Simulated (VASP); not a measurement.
Here is a VASP 6.6.1 calculation.

The input INCAR:

```
ALGO     = Normal         # electronic algorithm
EDIFF    = 1E-7           # SCF threshold, eV
ENCUT    = 520            # plane-wave cutoff, eV
GGA      = PE             # functional
ISIF     = 2              # what is computed and relaxed
ISMEAR   = 0              # smearing method
LASPH    = True           # aspherical terms in the spheres
LCHARG   = False          # write CHGCAR
LREAL    = False          # projectors in reciprocal space
LWAVE    = False          # write WAVECAR
NBANDS   = 37             # bands
NELM     = 80             # most SCF steps
PREC     = Accurate       # precision mode
SIGMA    = 0.1            # smearing width, eV
```

KPOINTS

```
k-points
0
Gamma
  12 12 6
```

Contents of POSCAR:

```
Ta2Bi2O
1.0
    4.4322272091      0.0000000000      0.0000000000
   -2.2161136045      3.8384213585      0.0000000000
    0.0000000000      0.0000000000      6.2296292361
Ta Bi O
2 2 1
Direct
    0.3333333333      0.6666666667      0.2775841610
    0.3333333333      0.6666666667      0.7224158390
    0.6666666667      0.3333333333      0.0000000000
    0.0000000000      0.0000000000      0.5000000000
    0.6666666667      0.3333333333      0.5000000000
```

Potentials or basis: VASP PAW PBE potentials, release 64 (Ta_pv, Bi_d, O).

Launch:

```sh
$ cat potpaw_PBE.64/Ta_pv/POTCAR potpaw_PBE.64/Bi_d/POTCAR potpaw_PBE.64/O/POTCAR > POTCAR
$ mpirun -np 1 vasp_std > vasp.out
```

Question: Estimate the band gap on the k mesh.

Answer: Zero (bands 29 and 30 overlap by 0.37 eV).

Question: Estimate the pressure.

Answer: 0.0 GPa.

Forces on the atoms (eV/Å):
```
Ta   0.000  0.000  0.002
Ta   0.000  0.000 -0.002
Bi   0.000  0.000  0.000
Bi   0.000  0.000  0.000
O    0.000  0.000  0.000
```

Caveat: spin-orbit coupling is left out, which moves the levels of the heavy elements.
